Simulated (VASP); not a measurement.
A run of VASP 6.6.1:

Contents of INCAR:

```
SYSTEM = Ge2Sb2Te5
  PREC = Accurate
  ENCUT = 520
  EDIFF = 1E-6
  ISMEAR = 0
  SIGMA = 0.01
  LREAL = .FALSE.
  LASPH = .TRUE.
  NELM = 60
  ALGO = Normal
  ISIF = 2
  LWAVE = .FALSE.
  LCHARG = .TRUE.
  LELF = .TRUE.
  LVHAR = .TRUE.
  NBANDS = 44
```

File KPOINTS:

```
Automatic mesh
0
G
  9 9 2
  0 0 0
```

The input POSCAR:

```
Ge2Sb2Te5
1.0
    4.1965413590      0.0000000000      0.0000000000
   -2.0982706795      3.6343114249      0.0000000000
    0.0000000000      0.0000000000     16.6887628451
Ge Sb Te
2 2 5
Direct
    0.3333333333      0.6666666667      0.8994290209
    0.6666666667      0.3333333333      0.1005709791
    0.0000000000      0.0000000000      0.6818865097
    0.0000000000      0.0000000000      0.3181134903
    0.0000000000      0.0000000000      0.0000000000
    0.6666666667      0.3333333333      0.8009916057
    0.3333333333      0.6666666667      0.1990083943
    0.3333333333      0.6666666667      0.5791082446
    0.6666666667      0.3333333333      0.4208917554
```

Potentials or basis: VASP PAW LDA potentials, release 64 (Ge_d, Sb, Te).

Launch:

```sh
$ cat potpaw_LDA.64/Ge_d/POTCAR potpaw_LDA.64/Sb/POTCAR potpaw_LDA.64/Te/POTCAR > POTCAR
$ mpirun -np 1 vasp_std > vasp.out
```

Hardware: 1 thread of Intel(R) Xeon(R) Platinum 8488C (Sapphire Rapids), on a shared host.

**Question.** How long does it take, and how much memory?

**Answer.** Wall time 3.8 min on 1 thread of Intel(R) Xeon(R) Platinum 8488C (Sapphire Rapids) (shared host), peak memory 0.44 GiB. Counts: scf iterations 19, k points 24.
